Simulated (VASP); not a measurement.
# CoW3 (P1) in VASP: single point with PBE

Aim: the single point of CoW3 with PBE.

Everything below comes from runs of VASP 6.6.1. Logs are shortened: lines on timing, memory, paths and dates and some standing lists are left out, and cuts for length are marked.

## 1. The cell of the first run

The typed cell holds 4 atoms: a = 3.720 Å, b = 3.838 Å, c = 3.851 Å, α = 89.30°, β = 96.01°, γ = 88.27°.

## 2. Single point, PBE (atoms moved at random and the cell strained at random)

INCAR

```
SYSTEM = CoW3
  PREC = Accurate
  ENCUT = 520
  EDIFF = 1E-6
  ISMEAR = 0
  SIGMA = 0.15
  LREAL = .False.
  LASPH = .True.
  NELM = 100
  ALGO = Fast
  ISIF = 2
  LWAVE = .False.
  LCHARG = .False.
  GGA = PE
  NBANDS = 34
```

KPOINTS

```
regular mesh
0
Gamma
  12 12 12
  0 0 0
```

POSCAR

```
CoW3
1.0
    3.7145590667      0.0578075900     -0.1985612102
    0.0578075900      3.8376598083      0.0249187632
   -0.1985612102      0.0249187632      3.8460865483
Co W
1 3
Direct
    0.0155314535      0.0002834707      0.0044573368
   -0.0187204177      0.5010102567      0.4953998296
    0.4908203425     -0.0127984239      0.5218868103
    0.5123686218      0.5115046965     -0.0217439768
```

Potentials or basis: VASP PAW PBE potentials, release 64 (Co, W_sv).

On the command line:

```
> cat potpaw_PBE.64/Co/POTCAR potpaw_PBE.64/W_sv/POTCAR > POTCAR
> mpirun -np 1 vasp_std > vasp.out
```

OUTCAR:

```text
SYSTEM = CoW3
   PREC = Accurate
   ENCUT = 520
   EDIFF = 1E-6
   ISMEAR = 0
   LREAL = .False.
   LASPH = .True.
   NELM = 100
   ISIF = 2
   GGA = PE

 ion  position               nearest neighbor table
   1  0.016  0.000  0.004-   3 2.52   3 2.55   4 2.60   4 2.66   4 2.69   2 2.69   3 2.70   2 2.72
                             2 2.72   4 2.74   2 2.75   3 2.93
   2  0.981  0.501  0.495-   4 2.51   4 2.57   3 2.58   4 2.68   3 2.69   1 2.69   3 2.70   1 2.72
                             1 2.72   3 2.74   1 2.75   4 2.95
   3  0.491  0.987  0.522-   4 2.51   1 2.52   1 2.55   2 2.58   4 2.69   2 2.69   2 2.70   1 2.70
                             2 2.74   4 2.80   4 2.90   1 2.93
   4  0.512  0.512  0.978-   2 2.51   3 2.51   2 2.57   1 2.60   1 2.66   2 2.68   1 2.69   3 2.69
                             1 2.74   3 2.80   3 2.90   2 2.95

  LATTYP: Found a triclinic cell.
 ALAT       =     5.0669049398
 B/A-ratio  =     0.7600871422
 C/A-ratio  =     0.7574991253
 COS(alpha) =     0.0121764313
 COS(beta)  =     0.0314494580
 COS(gamma) =     0.6832294259

  Lattice vectors:

 A1 = (  -3.5159978565,  -0.0827263532,  -3.6475253381)
 A2 = (   0.1985612102,  -0.0249187632,  -3.8460865483)
 A3 = (  -0.0578075900,  -3.8376598083,  -0.0249187632)

Analysis of symmetry for initial positions (statically):
=====================================================================
 Subroutine PRICEL returns:
 Original cell was already a primitive cell.

 Routine SETGRP: Setting up the symmetry group for a
 triclinic supercell.

 Subroutine GETGRP returns: Found  1 space group operations
 (whereof  1 operations were pure point group operations)
 out of a pool of  2 trial point group operations.

The static configuration has the point symmetry C_1 .

Analysis of symmetry for dynamics (positions and initial velocities):
=====================================================================
 Subroutine PRICEL returns:
 Original cell was already a primitive cell.

 Routine SETGRP: Setting up the symmetry group for a
 triclinic supercell.

 Subroutine GETGRP returns: Found  1 space group operations
 (whereof  1 operations were pure point group operations)
 out of a pool of  2 trial point group operations.

The dynamic configuration has the point symmetry C_1 .

 Subroutine INISYM returns: Found  1 space group operations
 (whereof  1 operations are pure point group operations),
 and found     1 'primitive' translations

----------------------------------------------------------------------------------------

[... 99 lines left out ...]
   NSW    =      0    number of steps for IOM
   IBRION =     -1    ionic relax: 0-MD 1-quasi-New 2-CG
   NFREE  =      0    steps in history (QN), initial steepest desc. (CG)
   ISIF   =      2    stress and relaxation
   ISYM   =      2    0-nonsym 1-usesym 2-fastsym
   POTIM  = 0.5000    time-step for ionic-motion
   TEBEG  =    0.0;   TEEND  =   0.0 temperature during run
   PSTRESS=    0.0 pullay stress
   NELECT =      51.0000    total number of electrons
   NUPDOWN=      -1.0000    fix difference up-down
   EMIN   =  10.00;   EMAX   =-10.00  energy-range for DOS
   EFERMI =   0.00;   METHOD = LEGACY
   ISMEAR =     0;   SIGMA  =   0.15  broadening in eV -4-tet -1-fermi 0-gaus
   EFERMI_NEDOS =   21; number of points for ismear=-14 and -15
   IALGO  =     68    algorithm
   IMIX   =      4    mixing-type and parameters
     AMIX     =   0.40;   BMIX     =  1.00
     AMIX_MAG =   1.60;   BMIX_MAG =  1.00
  volume/ion in A,a.u.               =      13.66        92.22
  Fermi-wavevector in a.u.,A,eV,Ry     =   1.599714  3.023021 34.818463  2.559085
  Thomas-Fermi vector in A             =   2.696963
   LORBIT       =      0    0 simple, 1 ext, 2 COOP (PROOUT), +10 PAW based schemes
   GGA     = PE    functional components
   LHFCALC =     F    Hartree Fock is set to
   AEXX    =    0.0000 exact exchange contribution
   IVDW    =     0    specifies the selected vdW correction
   LEPSILON=     F    determine dielectric tensor
   LRPA    =     F    only Hartree local field effects (RPA)
 non-spin polarized calculation
 RMM-DIIS sequential band-by-band and
 Gauss-broadening in eV      SIGMA  =   0.15
  energy-cutoff  :      520.00
  volume of cell :       54.66
 maximum number of plane-waves:      1491
   NGX = 13   NGY = 15   NGZ = 15

 number of electron      51.0000003 magnetization

 Free energy of the ion-electron system (eV)
  ---------------------------------------------------
  ext. energy  EPLUGINS =         0.00000000
  ---------------------------------------------------
  free energy    TOTEN  =       -43.80707863 eV

  energy without entropy =      -43.75654853  energy(sigma->0) =      -43.78181358

 E-fermi :  11.8033     XC(G=0): -13.9458

 val. band max:       11.8024056605   @ k =   0.0833   0.1667   0.3333
 cond. band min:      11.8036067039   @ k =   0.5000  -0.0000   0.0833
 fundamental gap:      0.0012010434
 Fermi energy:        11.8032802816

 k-point     1 :       0.0000    0.0000    0.0000
  band No.  band energies     occupation
      1     -61.8510      2.00000
      2     -61.6151      2.00000
      3     -61.5500      2.00000
      4     -27.0135      2.00000
      5     -26.8143      2.00000
      6     -26.5155      2.00000
[... 877 lines left out ...]
     33      16.5312      0.00000
     34      17.5693      0.00000

 [... further k-points ...]

------------------------ aborting loop because EDIFF is reached ----------------------------------------

  FORCE on cell =-STRESS in cart. coord.  units (eV):
  Direction    XX          YY          ZZ          XY          YZ          ZX
  --------------------------------------------------------------------------------------
  -------------------------------------------------------------------------------------
  Total       11.3798455     11.0818575     11.7742235     -1.4900180     -0.7521157      5.4508010
  in kB      333.5641009    324.8295300    345.1240446    -43.6751545    -22.0458881    159.7729543
  external PRESSURE =     334.5058918 kB  Pullay stress =       0.0000000 kB

 VOLUME and BASIS-vectors are now :
 -----------------------------------------------------------------------------
  energy-cutoff  :      520.00
  volume of cell :       54.66
      direct lattice vectors                 reciprocal lattice vectors
     3.714559067  0.057807590 -0.198561210     0.270022289 -0.004158103  0.013967332
     0.057807590  3.837659808  0.024918763    -0.004158103  0.260650462 -0.001903422
    -0.198561210  0.024918763  3.846086548     0.013967332 -0.001903422  0.260737971

 POSITION                                       TOTAL-FORCE (eV/Angst)
 -----------------------------------------------------------------------------------
      0.05682      0.00210      0.01407        -0.200513      0.282807      0.182703
      3.57562      1.99178      1.72299         1.271330     -0.687967     -0.315932
      1.77662      3.82992      1.93436         0.160120      1.730242     -2.072922
      1.73855      2.01698      3.67347        -1.230937     -1.325082      2.206150
 -----------------------------------------------------------------------------------
    total drift:                               -0.000073     -0.000041     -0.000132

  FREE ENERGIE OF THE ION-ELECTRON SYSTEM (eV)
  ---------------------------------------------------
  free  energy   TOTEN  =       -43.8070786320 eV

  energy  without entropy=      -43.7565485336  energy(sigma->0) =      -43.78181358
```

OSZICAR:

```text
N       E                     dE             d eps       ncg     rms          rms(c)
DAV:   1     0.604217099198E+03    0.60422E+03   -0.27758E+04 59584   0.182E+03
DAV:   2    -0.114720892940E+02   -0.61569E+03   -0.59721E+03 61098   0.548E+02
DAV:   3    -0.459910599248E+02   -0.34519E+02   -0.32332E+02 66802   0.131E+02
DAV:   4    -0.472424310789E+02   -0.12514E+01   -0.12201E+01 73098   0.235E+01
DAV:   5    -0.472709056597E+02   -0.28475E-01   -0.28424E-01 73312   0.361E+00    0.451E+01
RMM:   6    -0.635712463032E+02   -0.16300E+02   -0.68934E+01 70344   0.521E+01    0.485E+01
RMM:   7    -0.440021832515E+02    0.19569E+02   -0.23276E+01 59502   0.348E+01    0.166E+01
RMM:   8    -0.447884433474E+02   -0.78626E+00   -0.47539E+00 65052   0.118E+01    0.133E+01
RMM:   9    -0.441335129027E+02    0.65493E+00   -0.20060E+00 70351   0.115E+01    0.697E+00
RMM:  10    -0.438187844099E+02    0.31473E+00   -0.23159E-01 68662   0.318E+00    0.264E+00
RMM:  11    -0.438192546891E+02   -0.47028E-03   -0.83423E-02 84420   0.105E+00    0.165E+00
RMM:  12    -0.438071186087E+02    0.12136E-01   -0.16686E-02 77926   0.757E-01    0.417E-01
RMM:  13    -0.438070026673E+02    0.11594E-03   -0.68600E-03 81909   0.316E-01    0.174E-01
RMM:  14    -0.438072770182E+02   -0.27435E-03   -0.92123E-04 90839   0.170E-01    0.208E-01
RMM:  15    -0.438070670126E+02    0.21001E-03   -0.38871E-04 73553   0.124E-01    0.232E-02
RMM:  16    -0.438070769789E+02   -0.99662E-05   -0.12246E-04 82882   0.449E-02    0.185E-02
RMM:  17    -0.438070782530E+02   -0.12741E-05   -0.19791E-05 74657   0.221E-02    0.559E-03
RMM:  18    -0.438070786320E+02   -0.37900E-06   -0.43155E-06 57259   0.114E-02
   1 F= -.43807079E+02 E0= -.43781814E+02  d E =-.505301E-01
```

Run time: 28 min. Hardware: 1 thread of Oxide Virtual Turin-like, shared host; peak memory 1.2 GiB.

Results:

```
Free energy            : -43.8071 eV
Pressure               : 33.5 GPa
Largest force          : 2.853 eV/Å
Band gap on the k mesh : zero (an odd number of electrons rules out a gap without spin polarisation)
```

Forces in eV/Å, atoms in the order of the input:
```
Co  -0.201  0.283  0.183
W    1.271 -0.688 -0.316
W    0.160  1.730 -2.073
W   -1.231 -1.325  2.206
```

Caveat: the cell differs from its parent crystal (atoms moved at random and the cell strained at random); the cell stands under pressure; spin-orbit coupling is left out, which moves the levels of the heavy elements; the run has no spin polarisation, though such a crystal can be magnetic; forces of over 1 eV/Å act on the atoms, so gaps and moduli don't describe the material at rest. Spin polarisation is off, so any magnetic state and its effect on volume and gap are missing.
